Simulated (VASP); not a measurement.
Runs of VASP 6.6.1 on P. The structure is that of space group Im-3m (No. 229), or close to it. The cells are those of the table. 

```csv
cell,k mesh,gap on the mesh (eV),pressure (GPa)
"a = 2.580 Å, angles 109.5°, 1 atom",16 × 16 × 16,none,8.5
"a = 2.722 Å, angles 109.5°, 1 atom",16 × 16 × 16,none,-6.5
"a = 2.617 Å, angles 109.5°, 1 atom",16 × 16 × 16,none,(b)
"a = 2.542 Å, angles 109.5°, 1 atom",16 × 16 × 16,none,(c)
"a = 2.653 Å, angles 109.5°, 1 atom",24 × 24 × 24,none,-0.5
"a = 2.688 Å, angles 109.5°, 1 atom",16 × 16 × 16,none,-3.8
"a = 2.653 Å, angles 109.5°, 1 atom",16 × 16 × 16,none,-0.4
"a = 2.755 Å, angles 109.5°, 1 atom",16 × 16 × 16,none,(a)
```

Alike in all rows: task single point; level revPBE; potentials or basis VASP PAW PBE potentials, release 64 (P); no spin polarisation; cutoff (eV) 520; smearing fermi-dirac 0.1 eV.

Fill in the values left out.

(a) -8.8; (b) 3.6; (c) 14.6.

Caveats: the PAW data sets were made with another functional, which shifts forces and pressure a little.

A gap of «none» marks levels without a gap at the run's occupations.
